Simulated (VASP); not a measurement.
# ZnS (R3m) in VASP: notebook, part 2 of 3

VASP 6.6.1. The steps go on from the part before.

## (4) Electric field gradients, PBE (equal xy, yz and zx shear strains of -1 %)

The input, INCAR:

```
SYSTEM = ZnS
PREC = Accurate ; ENCUT = 520
EDIFF = 1E-8 ; ISMEAR = -1
SIGMA = 0.01 ; LREAL = .FALSE.
LASPH = .TRUE. ; NELM = 100
ALGO = Normal ; ISIF = 2
LWAVE = .FALSE. ; LCHARG = .FALSE.
GGA = PE ; LEFG = .TRUE.
NBANDS = 16
```

The input, KPOINTS:

```
Automatic mesh
0
G
  8 8 8
  0 0 0
```

The input, POSCAR:

```
ZnS
1.0
   -0.0270465000      2.6911267500      2.6911267500
    2.6911267500     -0.0270465000      2.6911267500
    2.6911267500      2.6911267500     -0.0270465000
Zn S
1 1
Direct
    0.0000000000      0.0000000000      0.0000000000
    0.7500000000      0.7500000000      0.7500000000
```

Potentials or basis: VASP PAW PBE potentials, release 64 (Zn, S).

On the command line:

```
> cat potpaw_PBE.64/Zn/POTCAR potpaw_PBE.64/S/POTCAR > POTCAR
> mpirun -np 1 vasp_std > vasp.out
```

OUTCAR:

```text
SYSTEM = ZnS
   PREC = Accurate
   ENCUT = 520
   EDIFF = 1E-8
   ISMEAR = -1
   LREAL = .FALSE.
   LASPH = .TRUE.
   NELM = 100
   ISIF = 2
   GGA = PE

 ion  position               nearest neighbor table
   1  0.000  0.000  0.000-   2 2.32   2 2.35   2 2.35   2 2.35
   2  0.750  0.750  0.750-   1 2.32   1 2.35   1 2.35   1 2.35

  LATTYP: Found a trigonal (rhomboedric) cell.
 ALAT       =     3.8059240510
 COS(alpha) =     0.4899250057

  Lattice vectors:

 A1 = (  -0.0270465000,   2.6911267500,   2.6911267500)
 A2 = (   2.6911267500,  -0.0270465000,   2.6911267500)
 A3 = (   2.6911267500,   2.6911267500,  -0.0270465000)

Analysis of symmetry for initial positions (statically):
=====================================================================
 Subroutine PRICEL returns:
 Original cell was already a primitive cell.

 Routine SETGRP: Setting up the symmetry group for a
 trigonal (rhombohedral) supercell.

 Subroutine GETGRP returns: Found  6 space group operations
 (whereof  6 operations were pure point group operations)
 out of a pool of 12 trial point group operations.

The static configuration has the point symmetry C_3v.

Analysis of symmetry for dynamics (positions and initial velocities):
=====================================================================
 Subroutine PRICEL returns:
 Original cell was already a primitive cell.

 Routine SETGRP: Setting up the symmetry group for a
 trigonal (rhombohedral) supercell.

 Subroutine GETGRP returns: Found  6 space group operations
 (whereof  6 operations were pure point group operations)
 out of a pool of 12 trial point group operations.

[... 158 lines left out ...]
      3      -4.2441      2.00000
      4      -4.2441      2.00000
      5      -3.7529      2.00000
      6      -3.7529      2.00000
[... 433 lines left out ...]
      3      -4.1487      2.00000
      4      -4.1184      2.00000
      5      -3.7697      2.00000
      6      -3.7214      2.00000
[... 8 lines left out ...]
     15      14.5208      0.00000
     16      15.4895      0.00000

 [... further k-points ...]

------------------------ aborting loop because EDIFF is reached ----------------------------------------

  FORCE on cell =-STRESS in cart. coord.  units (eV):
  Direction    XX          YY          ZZ          XY          YZ          ZX
  --------------------------------------------------------------------------------------
  -------------------------------------------------------------------------------------
  Total        0.3869148      0.3869148      0.3869148      0.1743296      0.1743296      0.1743296
  in kB       15.6673463     15.6673463     15.6673463      7.0591297      7.0591297      7.0591297
  external PRESSURE =      15.6673463 kB  Pullay stress =       0.0000000 kB

 VOLUME and BASIS-vectors are now :
 -----------------------------------------------------------------------------
  energy-cutoff  :      520.00
  volume of cell :       39.57
      direct lattice vectors                 reciprocal lattice vectors
    -0.027046500  2.691126750  2.691126750    -0.183018043  0.184876094  0.184876094
     2.691126750 -0.027046500  2.691126750     0.184876094 -0.183018043  0.184876094
     2.691126750  2.691126750 -0.027046500     0.184876094  0.184876094 -0.183018043

 POSITION                                       TOTAL-FORCE (eV/Angst)
 -----------------------------------------------------------------------------------
      0.00000      0.00000      0.00000         0.060357      0.060357      0.060357
      4.01641      4.01641      4.01641        -0.060357     -0.060357     -0.060357
 -----------------------------------------------------------------------------------
    total drift:                                0.000014      0.000014      0.000014

  FREE ENERGIE OF THE ION-ELECTRON SYSTEM (eV)
  ---------------------------------------------------
  free  energy   TOTEN  =        -6.8456520820 eV

  energy  without entropy=       -6.8456520820  energy(sigma->0) =       -6.84565208

 Electric field gradients (V/A^2)
---------------------------------------------------------------------
 ion       V_xx      V_yy      V_zz      V_xy      V_xz      V_yz
---------------------------------------------------------------------
   1      -0.000    -0.000     0.000    -3.175    -3.175    -3.175
   2      -0.000    -0.000     0.000    -1.535    -1.535    -1.535
---------------------------------------------------------------------

 Electric field gradients after diagonalization (V/A^2)
 (convention: |V_zz| > |V_xx| > |V_yy|)
----------------------------------------------------------------------
 ion       V_xx      V_yy      V_zz     asymmetry (V_yy - V_xx)/ V_zz
----------------------------------------------------------------------
   1       3.175     3.175    -6.349       0.000
   2       1.535     1.535    -3.070       0.000
----------------------------------------------------------------------

           NMR quadrupolar parameters

 Cq : quadrupolar parameter    Cq=e*Q*V_zz/h
 eta: asymmetry parameters     (V_yy - V_xx)/ V_zz
 Q  : nuclear electric quadrupole moment in mb (millibarn)
----------------------------------------------------------------------
 ion       Cq(MHz)       eta       Q (mb)
----------------------------------------------------------------------
   1      -0.015       0.000       1.000
   2      -0.007       0.000       1.000
----------------------------------------------------------------------
```

OSZICAR:

```text
N       E                     dE             d eps       ncg     rms          rms(c)
DAV:   1     0.903964540323E+02    0.90396E+02   -0.89873E+03  2080   0.135E+03
DAV:   2    -0.144043710564E+01   -0.91837E+02   -0.85687E+02  2376   0.261E+02
DAV:   3    -0.721136322604E+01   -0.57709E+01   -0.57447E+01  2600   0.640E+01
DAV:   4    -0.727272089652E+01   -0.61358E-01   -0.61342E-01  2552   0.680E+00
DAV:   5    -0.727345584296E+01   -0.73495E-03   -0.73493E-03  2608   0.718E-01    0.685E+00
DAV:   6    -0.686618229531E+01    0.40727E+00   -0.73420E-01  3136   0.299E+01    0.535E+00
DAV:   7    -0.684595411246E+01    0.20228E-01   -0.24966E-01  2528   0.449E+00    0.271E+00
DAV:   8    -0.684524354448E+01    0.71057E-03   -0.51277E-03  2688   0.851E-01    0.707E-01
DAV:   9    -0.684548893518E+01   -0.24539E-03   -0.12326E-03  2520   0.280E-01    0.987E-02
DAV:  10    -0.684566085413E+01   -0.17192E-03   -0.23827E-04  2528   0.132E-01    0.500E-02
DAV:  11    -0.684565134317E+01    0.95110E-05   -0.34405E-05  2424   0.746E-02    0.823E-03
DAV:  12    -0.684565194100E+01   -0.59783E-06   -0.40828E-06  2952   0.207E-02    0.497E-03
DAV:  13    -0.684565209577E+01   -0.15477E-06   -0.76356E-07  2504   0.710E-03    0.284E-03
DAV:  14    -0.684565208518E+01    0.10586E-07   -0.44873E-08  2696   0.210E-03    0.165E-03
DAV:  15    -0.684565208198E+01    0.32037E-08   -0.77439E-09  2112   0.145E-03
   1 F= -.68456521E+01 E0= -.68456521E+01  d E =-.213541E-14
```

Wall time 64 s (1 thread of Intel Xeon 8259CL, shared host); peak memory 0.18 GiB.

What came out:

```
Free energy                             : -6.8457 eV
Pressure                                : 1.6 GPa
Largest force                           : 0.105 eV/Å
Band gap on the k mesh                  : 2.07 eV
Largest electric field gradient by atom : Zn -6.3; S -3.1 V/Å²
```

Forces in eV/Å, atoms in the order of the input:
```
Zn   0.060  0.060  0.060
S   -0.060 -0.060 -0.060
```

Levels at points of the mesh, in eV from the valence-band top:
| k point | band 5 | band 6 | band 7 | band 8 | band 9 | band 10 | band 11 | band 12 | band 13 | band 14 |
| --- | --- | --- | --- | --- | --- | --- | --- | --- | --- | --- |
| (0.00, 0.00, 0.00) | -5.87 | -5.87 | -0.05 | -0.05 | 0.00 | 2.07 | 6.30 | 6.30 | 6.51 | 11.73 |
| (0.50, 0.00, 0.00) | -5.84 | -5.67 | -5.30 | -0.88 | -0.87 | 3.30 | 6.85 | 6.99 | 8.82 | 12.13 |
| (0.50, 0.50, 0.00) | -5.79 | -5.65 | -4.58 | -2.29 | -2.19 | 3.37 | 4.05 | 10.91 | 11.90 | 11.95 |
| (0.50, 0.50, 0.50) | -5.84 | -5.65 | -5.31 | -0.95 | -0.95 | 3.18 | 6.83 | 6.83 | 8.88 | 12.10 |

Electric field gradients, principal values (V/Å²):
| atom | least | middle | greatest (by size) |
| --- | --- | --- | --- |
| 1 Zn | 3.175 | 3.175 | -6.349 |
| 2 S | 1.535 | 1.535 | -3.070 |

Caveat: the cell differs from its parent crystal (equal xy, yz and zx shear strains of -1 %); without QUAD_EFG the Cq values of the log hold for a quadrupole moment of 1 mb, not for the nuclei.

## (5) Electric field gradients, PBE (equal xy, yz and zx shear strains of -2 %)

The input, INCAR:

```
PREC     = Accurate       # precision mode
ENCUT    = 520            # plane-wave cutoff, eV
EDIFF    = 1E-8           # SCF threshold, eV
ISMEAR   = -1             # smearing method
SIGMA    = 0.01           # smearing width, eV
LREAL    = F              # projectors in reciprocal space
LASPH    = T              # aspherical terms in the spheres
NELM     = 60             # most SCF steps
ALGO     = Normal         # electronic algorithm
ISIF     = 2              # what is computed and relaxed
LWAVE    = F              # write WAVECAR
LCHARG   = F              # write CHGCAR
GGA      = PE             # functional
LEFG     = T            
NBANDS   = 16             # bands
```

The input, KPOINTS:

```
regular mesh
0
Gamma
  8 8 8
```

The input, POSCAR:

```
ZnS
1.0
   -0.0540930000      2.6776035000      2.6776035000
    2.6776035000     -0.0540930000      2.6776035000
    2.6776035000      2.6776035000     -0.0540930000
Zn S
1 1
Direct
    0.0000000000      0.0000000000      0.0000000000
    0.7500000000      0.7500000000      0.7500000000
```

Potentials or basis: VASP PAW PBE potentials, release 64 (Zn, S).

On the command line:

```
> cat potpaw_PBE.64/Zn/POTCAR potpaw_PBE.64/S/POTCAR > POTCAR
> mpirun -np 1 vasp_std > vasp.out
```

OUTCAR:

```text
PREC = Accurate
   ENCUT = 520
   EDIFF = 1E-8
   ISMEAR = -1
   LREAL = F
   LASPH = T
   NELM = 60
   ISIF = 2
   GGA = PE

 ion  position               nearest neighbor table
   1  0.000  0.000  0.000-   2 2.30   2 2.36   2 2.36   2 2.36
   2  0.750  0.750  0.750-   1 2.30   1 2.36   1 2.36   1 2.36

  LATTYP: Found a trigonal (rhomboedric) cell.
 ALAT       =     3.7870895235
 COS(alpha) =     0.4797000918

  Lattice vectors:

 A1 = (  -0.0540930000,   2.6776035000,   2.6776035000)
 A2 = (   2.6776035000,  -0.0540930000,   2.6776035000)
 A3 = (   2.6776035000,   2.6776035000,  -0.0540930000)

Analysis of symmetry for initial positions (statically):
=====================================================================
 Subroutine PRICEL returns:
 Original cell was already a primitive cell.

 Routine SETGRP: Setting up the symmetry group for a
 trigonal (rhombohedral) supercell.

[... 644 lines left out ...]
      direct lattice vectors                 reciprocal lattice vectors
    -0.054093000  2.677603500  2.677603500    -0.181168720  0.184904158  0.184904158
     2.677603500 -0.054093000  2.677603500     0.184904158 -0.181168720  0.184904158
     2.677603500  2.677603500 -0.054093000     0.184904158  0.184904158 -0.181168720

 POSITION                                       TOTAL-FORCE (eV/Angst)
 -----------------------------------------------------------------------------------
      0.00000      0.00000      0.00000         0.128876      0.128876      0.128876
      3.97584      3.97584      3.97584        -0.128876     -0.128876     -0.128876
 -----------------------------------------------------------------------------------
    total drift:                                0.000084      0.000084      0.000084

  FREE ENERGIE OF THE ION-ELECTRON SYSTEM (eV)
  ---------------------------------------------------
  free  energy   TOTEN  =        -6.8375626202 eV

  energy  without entropy=       -6.8375626202  energy(sigma->0) =       -6.83756262

 Electric field gradients (V/A^2)
---------------------------------------------------------------------
 ion       V_xx      V_yy      V_zz      V_xy      V_xz      V_yz
---------------------------------------------------------------------
   1      -0.000     0.000     0.000    -6.395    -6.395    -6.395
   2       0.000     0.000     0.000    -3.072    -3.072    -3.072
---------------------------------------------------------------------

 Electric field gradients after diagonalization (V/A^2)
 (convention: |V_zz| > |V_xx| > |V_yy|)
----------------------------------------------------------------------
 ion       V_xx      V_yy      V_zz     asymmetry (V_yy - V_xx)/ V_zz
----------------------------------------------------------------------
   1       6.395     6.395   -12.789       0.000
   2       3.072     3.072    -6.145       0.000
----------------------------------------------------------------------

           NMR quadrupolar parameters

 Cq : quadrupolar parameter    Cq=e*Q*V_zz/h
 eta: asymmetry parameters     (V_yy - V_xx)/ V_zz
 Q  : nuclear electric quadrupole moment in mb (millibarn)
----------------------------------------------------------------------
 ion       Cq(MHz)       eta       Q (mb)
----------------------------------------------------------------------
   1      -0.031       0.000       1.000
   2      -0.015       0.000       1.000
----------------------------------------------------------------------
```

Wall time 59 s (1 thread of Intel Xeon 8259CL, shared host); peak memory 0.18 GiB.

Results:

| Quantity | Value |
| --- | --- |
| Free energy | -6.8376 eV |
| Pressure | 1.7 GPa |
| Largest force | 0.223 eV/Å |
| Band gap on the k mesh | 2.03 eV |
| Largest electric field gradient by atom | Zn -12.8; S -6.1 V/Å² |

Forces on the atoms (eV/Å):
```
Zn   0.129  0.129  0.129
S   -0.129 -0.129 -0.129
```

Electric field gradients, principal values (V/Å²):
| atom | least | middle | greatest (by size) |
| --- | --- | --- | --- |
| 1 Zn | 6.395 | 6.395 | -12.789 |
| 2 S | 3.072 | 3.072 | -6.145 |

Caveat: the cell differs from its parent crystal (equal xy, yz and zx shear strains of -2 %); without QUAD_EFG the Cq values of the log hold for a quadrupole moment of 1 mb, not for the nuclei.

(Part 2 of 3 ends here.)
